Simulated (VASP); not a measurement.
Al3Cu:

```
Al Cu
1.0
     3.92415    0.00000    0.00000
     0.00000    3.92415    0.00000
     0.00000    0.00000    3.92415
Al Cu
3 1
Direct
  0.00000 0.50000 0.50000
  0.50000 0.00000 0.50000
  0.50000 0.50000 0.00000
  0.00000 0.00000 0.00000
```

Base run:

| Item | Value |
| --- | --- |
| Program | VASP 6.6.1 |
| Functional | r2SCAN |
| Potentials or basis | VASP PAW PBE potentials, release 64 (Al, Cu) |
| Cutoff | 520 eV |
| k mesh | 16 × 16 × 16 |
| Occupations | gaussian, width 0.1 eV |
| Spin | no spin polarisation |

Its results: band gap on the k mesh zero (band 10 reaches 10.10 eV, above the bottom of band 11 at 6.26 eV); pressure -2.8 GPa.

**Question.** The run is repeated on the same cell with these changes: k mesh from 16 × 16 × 16 to 4 × 4 × 4. What comes out?

**Answer.** Band gap on the k mesh zero (band 10 reaches 9.55 eV, above the bottom of band 11 at 6.26 eV); pressure -3.5 GPa.

Caveats: some runs use coarse meshes; the PAW data sets were made with another functional, which shifts forces and pressure a little.
